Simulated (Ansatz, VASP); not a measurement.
LiF: VASP beside Ansatz

```xyz
6
Lattice="3.1404 0.0000 0.0000 -1.5702 2.7197 0.0000 0.0000 0.0000 8.2890" Properties=species:S:1:pos:R:3 pbc="T T T"
Li   -0.7900    2.2692    5.5260
Li    0.0000    0.9009    2.7630
Li    0.7900    2.2692    0.0000
F     2.3581    0.4516    5.5260
F     1.5702    1.8164    2.7630
F     0.7823    0.4516    0.0000
```

Alike in both runs: task relaxation of cell and atoms; functional PBE; k mesh 12 × 12 × 4; occupations gaussian, width 0.02 eV; no spin polarisation.

```csv
,VASP,Ansatz
version,VASP 6.6.1,Ansatz 0.2.0
potentials or method,"VASP PAW PBE potentials, release 64 (Li_sv, F), cutoff 600 eV","scalar-relativistic, plane waves, PAW"
valence electrons in the cell,30,30
```

Ansatz gave:

- gap on the k mesh at the Fermi level, each at its own relaxed structure (eV): 6.71
- relaxed volume (Å³/atom): 12.16
- relaxed length of the cell vector where the two differ most in proportion (Å): 8.567

Q: Which values does VASP return?

A: gap on the k mesh at the Fermi level, each at its own relaxed structure (eV): 6.76; relaxed volume (Å³/atom): 11.49; relaxed length of the cell vector where the two differ most in proportion (Å): 8.063.

One of these differences is far larger than is usual between the two programs; its cause wasn't traced.

Noted on VASP's run: the cutoff is under 1.25 times that of the potentials, so the pressure is a little rough.
